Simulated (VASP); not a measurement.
Cd, 1 atom in the cell. Symmetry: Immm, No. 71, orthorhombic system. The conventional cell has a = 3.000 Å, b = 3.274 Å, c = 4.436 Å, α = 90.00°, β = 90.00°, γ = 90.00°. Cd (site symmetry mmm) has 12 Cd at 3.00 to 3.27 Å within 3.9 Å.  This cell differs from its parent crystal: strain +0.0875 x Voigt [0, 0, 0, 0, 0, 1].

```yaml
Program: VASP 6.6.1
Task: single point
Functional: LDA
Potentials_or_basis: VASP PAW LDA potentials, release 64 (Cd)
Cutoff: 520 eV
k_mesh: 18 × 18 × 18
Occupations: gaussian, width 0.15 eV
Spin: no spin polarisation
Dipole_correction: no
Further_INCAR_settings: ALGO = Fast; EDIFF = 1e-07; NBANDS = 12
```

Potentials or basis: VASP PAW LDA potentials, release 64 (Cd).

Command:

```console
$ cat potpaw_LDA.64/Cd/POTCAR > POTCAR
$ mpirun -np 1 vasp_std > vasp.out
```

Hardware: 1 thread of Oxide Virtual Turin-like Processor (shared host).

Problem. Estimate the wall time of this run.

Solution. Run time: 2.7 min on 1 thread of Oxide Virtual Turin-like Processor, with other jobs on the host, peak memory 0.27 GiB. Counts: scf iterations 12, k points 865.
